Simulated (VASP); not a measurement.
# Si2C (P6/mmm) in VASP: further runs

Runs on Si2C. Level: PBE. Tasks: single point.

Everything below comes from runs of VASP 6.6.1. Logs are shortened: lines on timing, memory, paths and dates and some standing lists are left out, and cuts for length are marked.

## 1. The cell of the first run

The structure is hexagonal, space group P6/mmm (No. 191). Conventional cell: a = 2.816 Å, b = 2.816 Å, c = 12.586 Å, α = 90.00°, β = 90.00°, γ = 120.00°. Within 2.2 Å of Si (site symmetry 3m) lie 3 Si at 1.63 Å. Within 2.2 Å of C (site symmetry -6m2) lie 3 C at 1.63 Å.

## 2. Single point, PBE

The input, INCAR:

```
SYSTEM = Si2C
  ALGO = Normal
  EDIFF = 1E-6
  ENCUT = 520
  GGA = PE
  ISIF = 2
  ISMEAR = 0
  LASPH = .TRUE.
  LCHARG = .FALSE.
  LREAL = .FALSE.
  LWAVE = .FALSE.
  NBANDS = 21
  NELM = 100
  PREC = Accurate
  SIGMA = 0.1
```

The input, KPOINTS:

```
k-points
0
G
  6 6 2
  0 0 0
```

The input, POSCAR:

```
Si2C
1.0
    2.8155951400      0.0000000000      0.0000000000
   -1.4077975700      2.4383769200      0.0000000000
    0.0000000000      0.0000000000     12.5864962000
Si C
4 2
Direct
    0.3333333300      0.6666666700      0.6666666700
    0.3333333300      0.6666666700      0.3333333300
    0.6666666700      0.3333333300      0.6666666700
    0.6666666700      0.3333333300      0.3333333300
    0.3333333300      0.6666666700      0.0000000000
    0.6666666700      0.3333333300      0.0000000000
```

Potentials or basis: VASP PAW PBE potentials, release 64 (Si, C).

Started as:

```
> cat potpaw_PBE.64/Si/POTCAR potpaw_PBE.64/C/POTCAR > POTCAR
> mpirun -np 1 vasp_std > vasp.out
```

OUTCAR:

```text
SYSTEM = Si2C
   EDIFF = 1E-6
   ENCUT = 520
   GGA = PE
   ISIF = 2
   ISMEAR = 0
   LASPH = .TRUE.
   LREAL = .FALSE.
   NELM = 100
   PREC = Accurate

 ion  position               nearest neighbor table
   1  0.333  0.667  0.667-   3 1.63   3 1.63   3 1.63
   2  0.333  0.667  0.333-   4 1.63   4 1.63   4 1.63
   3  0.667  0.333  0.667-   1 1.63   1 1.63   1 1.63
   4  0.667  0.333  0.333-   2 1.63   2 1.63   2 1.63
   5  0.333  0.667  0.000-   6 1.63   6 1.63   6 1.63
   6  0.667  0.333  0.000-   5 1.63   5 1.63   5 1.63

  LATTYP: Found a hexagonal cell.
 ALAT       =     2.8155951400
 C/A-ratio  =     4.4702791325

  Lattice vectors:

 A1 = (   2.8155951400,   0.0000000000,   0.0000000000)
 A2 = (  -1.4077975700,   2.4383769200,   0.0000000000)
 A3 = (   0.0000000000,   0.0000000000,  12.5864962000)

Analysis of symmetry for initial positions (statically):
=====================================================================
 Subroutine PRICEL returns:
 Original cell was already a primitive cell.

 Routine SETGRP: Setting up the symmetry group for a
 hexagonal supercell.

 Subroutine GETGRP returns: Found 24 space group operations
 (whereof 24 operations were pure point group operations)
 out of a pool of 24 trial point group operations.

The static configuration has the point symmetry D_6h.

Analysis of symmetry for dynamics (positions and initial velocities):
=====================================================================
 Subroutine PRICEL returns:
 Original cell was already a primitive cell.

 Routine SETGRP: Setting up the symmetry group for a
 hexagonal supercell.

 Subroutine GETGRP returns: Found 24 space group operations
 (whereof 24 operations were pure point group operations)
 out of a pool of 24 trial point group operations.

The dynamic configuration has the point symmetry D_6h.

 Subroutine INISYM returns: Found 24 space group operations
 (whereof 24 operations are pure point group operations),
 and found     1 'primitive' translations

----------------------------------------------------------------------------------------

                                     Primitive cell

  volume of cell :      86.4124

  direct lattice vectors                    reciprocal lattice vectors
     2.815595140  0.000000000  0.000000000     0.355164699  0.205054434  0.000000000
    -1.407797570  2.438376920  0.000000000     0.000000000  0.410108869  0.000000000
     0.000000000  0.000000000 12.586496200     0.000000000  0.000000000  0.079450229

  length of vectors
     2.815595140  2.815595142 12.586496200     0.410108869  0.410108869  0.079450229

  position of ions in fractional coordinates (direct lattice)
     0.333333330  0.666666670  0.666666670
     0.333333330  0.666666670  0.333333330
     0.666666670  0.333333330  0.666666670
     0.666666670  0.333333330  0.333333330
     0.333333330  0.666666670  0.000000000
     0.666666670  0.333333330  0.000000000

  ion indices of the primitive-cell ions
   primitive index   ion index
                 1           1
                 2           2
                 3           3
                 4           4
                 5           5
                 6           6

----------------------------------------------------------------------------------------

 KPOINTS: k-points

Automatic generation of k-mesh.
 Grid dimensions read from file:
 generate k-points for:    6    6    2

 Generating k-lattice:

  Cartesian coordinates                     Fractional coordinates (reciprocal lattice)
     0.059194116  0.034175739  0.000000000     0.166666667 -0.000000000  0.000000000
     0.000000000  0.068351478  0.000000000     0.000000000  0.166666667  0.000000000
     0.000000000  0.000000000  0.039725114     0.000000000  0.000000000  0.500000000

  Length of vectors
     0.068351478  0.068351478  0.039725114

  Shift w.r.t. Gamma in fractional coordinates (k-lattice)
     0.000000000  0.000000000  0.000000000

 Subroutine IBZKPT returns following result:
 ===========================================

 Found     14 irreducible k-points:

 Following reciprocal coordinates:
            Coordinates               Weight
  0.000000  0.000000  0.000000      1.000000
  0.166667  0.000000  0.000000      6.000000
  0.333333  0.000000  0.000000      6.000000
  0.500000  0.000000  0.000000      3.000000
  0.166667  0.166667  0.000000      6.000000
  0.333333  0.166667  0.000000     12.000000
  0.333333  0.333333  0.000000      2.000000
  0.000000  0.000000  0.500000      1.000000
  0.166667  0.000000  0.500000      6.000000
  0.333333  0.000000  0.500000      6.000000
  0.500000  0.000000  0.500000      3.000000
  0.166667  0.166667  0.500000      6.000000
  0.333333  0.166667  0.500000     12.000000
  0.333333  0.333333  0.500000      2.000000
   k-points           NKPTS =     14   k-points in BZ     NKDIM =     14   number of bands    NBANDS=     21
   number of dos      NEDOS =    301   number of ions     NIONS =      6
   total plane-waves  NPLWV =  55296
   dimension x,y,z NGX =    24 NGY =   24 NGZ =   96
   dimension x,y,z NGXF=    48 NGYF=   48 NGZF=  192
   ions per type =               4   2
   NGX,Y,Z   is equivalent  to a cutoff of  14.17, 14.17, 12.68 a.u.
   NGXF,Y,Z  is equivalent  to a cutoff of  28.34, 28.34, 25.36 a.u.
 SYSTEM =  Si2C
   PREC   = accura    normal or accurate (medium, high low for compatibility)
   ISTART =      0    job   : 0-new  1-cont  2-samecut
   ICHARG =      2    charge: 1-file 2-atom 10-const
   ISPIN  =      1    spin polarized calculation?
   LNONCOLLINEAR =      F non collinear calculations
   LSORBIT =      F    spin-orbit coupling
   LASPH  =      T    aspherical Exc in radial PAW
   ENCUT  =  520.0 eV  38.22 Ry    6.18 a.u.   5.24  5.24 23.40*2*pi/ulx,y,z
   NELM   =    100;   NELMIN=  2; NELMDL= -5     # of ELM steps
   EDIFF  = 0.1E-05   stopping-criterion for ELM
   LREAL  =      F    real-space projection
[... 7 lines left out ...]
   TEBEG  =    0.0;   TEEND  =   0.0 temperature during run
   PSTRESS=    0.0 pullay stress
   NELECT =      24.0000    total number of electrons
   NUPDOWN=      -1.0000    fix difference up-down
   EMIN   =  10.00;   EMAX   =-10.00  energy-range for DOS
   EFERMI =   0.00;   METHOD = LEGACY
   ISMEAR =     0;   SIGMA  =   0.10  broadening in eV -4-tet -1-fermi 0-gaus
   EFERMI_NEDOS =   21; number of points for ismear=-14 and -15
   IALGO  =     38    algorithm
   IMIX   =      4    mixing-type and parameters
     AMIX     =   0.40;   BMIX     =  1.00
     AMIX_MAG =   1.60;   BMIX_MAG =  1.00
  volume/ion in A,a.u.               =      14.40        97.19
  Fermi-wavevector in a.u.,A,eV,Ry     =   1.068120  2.018454 15.522612  1.140880
  Thomas-Fermi vector in A             =   2.203758
   LORBIT       =      0    0 simple, 1 ext, 2 COOP (PROOUT), +10 PAW based schemes
   GGA     = PE    functional components
   LHFCALC =     F    Hartree Fock is set to
   AEXX    =    0.0000 exact exchange contribution
   IVDW    =     0    specifies the selected vdW correction
   LEPSILON=     F    determine dielectric tensor
   LRPA    =     F    only Hartree local field effects (RPA)
 non-spin polarized calculation
 Gauss-broadening in eV      SIGMA  =   0.10
  energy-cutoff  :      520.00
  volume of cell :       86.41
 maximum number of plane-waves:      2339
 NGX is ok and might be reduce to    24
   NGX = 11   NGY = 11   NGZ = 47

 number of electron      23.9999999 magnetization

 Free energy of the ion-electron system (eV)
  ---------------------------------------------------
  ext. energy  EPLUGINS =         0.00000000
  ---------------------------------------------------
  free energy    TOTEN  =         2.75521570 eV

  energy without entropy =        2.77417820  energy(sigma->0) =        2.76469695

 E-fermi :   5.9989     XC(G=0):  -9.3027

 val. band max:        5.9723661644   @ k =   0.5000   0.0000   0.5000
 cond. band min:       6.0041791532   @ k =   0.3333   0.3333   0.5000
 fundamental gap:      0.0318129888
 Fermi energy:         5.9988810830

 k-point     1 :       0.0000    0.0000    0.0000
  band No.  band energies     occupation
      1     -10.6551      2.00000
      2     -10.0527      2.00000
      3      -9.9762      2.00000
      4      -0.9356      2.00000
      5      -0.3549      2.00000
      6       0.6893      2.00000
[... 13 lines left out ...]
     20      11.9500      0.00000
     21      11.9501      0.00000

 k-point     2 :       0.1667    0.0000    0.0000
  band No.  band energies     occupation
      1     -10.1463      2.00000
      2      -9.3917      2.00000
      3      -9.3153      2.00000
      4      -0.3231      2.00000
      5       0.2450      2.00000
      6       0.8778      2.00000
[... 13 lines left out ...]
     20      12.5751      0.00000
     21      12.6706      0.00000

 k-point     3 :       0.3333    0.0000    0.0000
  band No.  band energies     occupation
      1      -8.6669      2.00000
      2      -7.4462      2.00000
      3      -7.3713      2.00000
      4      -2.6204      2.00000
      5      -0.2168      2.00000
      6      -0.1581      2.00000
[... 13 lines left out ...]
     20      12.6417      0.00000
     21      14.5358      0.00000
[... 217 lines left out ...]
 k-point    13 :       0.3333    0.1667    0.5000
  band No.  band energies     occupation
      1      -7.3014      2.00000
      2      -5.5594      2.00000
      3      -5.4853      2.00000
      4      -4.1219      2.00000
      5      -1.9244      2.00000
      6      -1.8603      2.00000
[... 13 lines left out ...]
     20      11.9512      0.00000
     21      12.4149      0.00000

 k-point    14 :       0.3333    0.3333    0.5000
  band No.  band energies     occupation
      1      -5.4939      2.00000
      2      -5.4939      2.00000
      3      -2.6955      2.00000
      4      -2.6955      2.00000
      5      -2.6218      2.00000
      6      -2.6218      2.00000
[... 13 lines left out ...]
     20      14.7064      0.00000
     21      14.7064      0.00000

------------------------ aborting loop because EDIFF is reached ----------------------------------------

  FORCE on cell =-STRESS in cart. coord.  units (eV):
  Direction    XX          YY          ZZ          XY          YZ          ZX
  --------------------------------------------------------------------------------------
  -------------------------------------------------------------------------------------
  Total      133.4481058    133.4481060     -0.3619761      0.0000000      0.0000000      0.0000000
  in kB     2474.2700662   2474.2700703     -6.7114225      0.0000000      0.0000000      0.0000000
  external PRESSURE =    1647.2762380 kB  Pullay stress =       0.0000000 kB

 VOLUME and BASIS-vectors are now :
 -----------------------------------------------------------------------------
  energy-cutoff  :      520.00
  volume of cell :       86.41
      direct lattice vectors                 reciprocal lattice vectors
     2.815595140  0.000000000  0.000000000     0.355164699  0.205054434  0.000000000
    -1.407797570  2.438376920  0.000000000     0.000000000  0.410108869  0.000000000
     0.000000000  0.000000000 12.586496200     0.000000000  0.000000000  0.079450229

 POSITION                                       TOTAL-FORCE (eV/Angst)
 -----------------------------------------------------------------------------------
     -0.00000      1.62558      8.39100         0.000000      0.000000     -0.012819
     -0.00000      1.62558      4.19550        -0.000000      0.000000      0.012819
      1.40780      0.81279      8.39100         0.000000     -0.000000     -0.012819
      1.40780      0.81279      4.19550         0.000000     -0.000000      0.012819
     -0.00000      1.62558      0.00000        -0.000000      0.000000     -0.000000
      1.40780      0.81279      0.00000         0.000000      0.000000      0.000000
 -----------------------------------------------------------------------------------
    total drift:                               -0.000000      0.000000      0.000000

  FREE ENERGIE OF THE ION-ELECTRON SYSTEM (eV)
  ---------------------------------------------------
  free  energy   TOTEN  =         2.7552157011 eV

  energy  without entropy=        2.7741781967  energy(sigma->0) =        2.76469695
```

It took 35 s on 1 thread of Intel Xeon 6975P-C, shared host; peak memory 0.22 GiB.

What came out:

* Free energy: 2.7552 eV
* Pressure: 164.7 GPa
* Largest force: 0.013 eV/Å
* Band gap on the k mesh: zero (band 12 reaches 7.28 eV, above the bottom of band 13 at 5.33 eV)

Forces in eV/Å, atoms in the order of the input:
```
Si   0.000  0.000 -0.013
Si   0.000  0.000  0.013
Si   0.000  0.000 -0.013
Si   0.000  0.000  0.013
C    0.000  0.000  0.000
C    0.000  0.000  0.000
```

Stress tensor (GPa, compression positive):
```
247.43   0.00   0.00
  0.00 247.43   0.00
  0.00   0.00  -0.67
```

Levels at points of the mesh, in eV from the Fermi level:
```csv
k point,band 8,band 9,band 10,band 11,band 12,band 13,band 14,band 15,band 16,band 17
"(0.00, 0.00, 0.00)",-3.07,1.23,1.26,1.26,1.28,1.28,3.82,4.20,4.20,4.22
"(0.50, 0.00, 0.00)",-2.10,-1.97,-1.84,-1.80,-1.36,-0.64,-0.08,1.32,2.43,2.53
"(0.00, 0.00, 0.50)",-3.07,1.26,1.26,1.28,1.28,1.51,3.08,4.20,4.20,4.22
"(0.50, 0.00, 0.50)",-2.23,-1.84,-1.80,-1.68,-1.51,-0.67,-0.03,1.28,2.44,2.53
```

Caveat: the k points lie up to 0.43 Å⁻¹ apart.

## 3. Single point, PBE

This run uses another cell than the first one, of 17.28 Å³/atom, 1.200 times its volume.

The input, INCAR:

```
SYSTEM = Si2C
ALGO = Normal ; EDIFF = 1E-6
ENCUT = 520 ; GGA = PE
ISIF = 2 ; ISMEAR = 0
LASPH = .True. ; LCHARG = .False.
LREAL = .False. ; LWAVE = .False.
NBANDS = 21 ; NELM = 80
PREC = Accurate ; SIGMA = 0.1
```

The input, KPOINTS:

```
k-points
0
Gamma
  6 6 2
  0 0 0
```

The input, POSCAR:

```
Si2C
1.0
    4.0300012150      0.0000000000      0.0000000000
   -2.0150006075      3.4900834295      0.0000000000
    0.0000000000      0.0000000000      7.3733879523
Si C
4 2
Direct
    0.3333333333      0.6666666667      0.7415519416
    0.3333333333      0.6666666667      0.2584480584
    0.6666666667      0.3333333333      0.7415519416
    0.6666666667      0.3333333333      0.2584480584
    0.3333333333      0.6666666667      0.0000000000
    0.6666666667      0.3333333333      0.0000000000
```

Potentials or basis: VASP PAW PBE potentials, release 64 (Si, C).

Started as:

```
> cat potpaw_PBE.64/Si/POTCAR potpaw_PBE.64/C/POTCAR > POTCAR
> mpirun -np 1 vasp_std > vasp.out
```

Wall time 35 s (1 thread of Intel Xeon 6975P-C, shared host); peak memory 0.22 GiB.

Results (log left out):

```
Free energy            : -33.0504 eV
Pressure               : -0.1 GPa
Largest force          : 0.015 eV/Å
Band gap on the k mesh : zero (band 12 reaches 5.52 eV, above the bottom of band 13 at 4.99 eV)
```

Forces in eV/Å, atoms in the order of the input:
```
Si   0.000  0.000  0.015
Si   0.000  0.000 -0.015
Si   0.000  0.000  0.015
Si   0.000  0.000 -0.015
C    0.000  0.000  0.000
C    0.000  0.000  0.000
```

Stress tensor (GPa, compression positive):
```
 0.01  0.00  0.00
 0.00  0.01  0.00
 0.00  0.00 -0.31
```

Levels at points of the mesh, in eV from the Fermi level:
| k point | band 9 | band 10 | band 11 | band 12 | band 13 | band 14 | band 15 | band 16 |
| --- | --- | --- | --- | --- | --- | --- | --- | --- |
| (0.00, 0.00, 0.00) | -1.68 | -1.68 | -0.39 | 0.10 | 0.10 | 0.23 | 0.23 | 1.24 |
| (0.50, 0.00, 0.00) | -2.85 | -2.60 | -2.57 | -0.93 | 1.31 | 1.34 | 1.59 | 2.16 |
| (0.00, 0.00, 0.50) | -1.93 | -1.93 | 0.29 | 0.29 | 0.47 | 0.47 | 1.88 | 2.31 |
| (0.50, 0.00, 0.50) | -3.31 | -3.13 | -2.36 | -0.48 | 0.19 | 2.02 | 2.48 | 3.09 |

Caveat: the k points lie up to 0.43 Å⁻¹ apart.
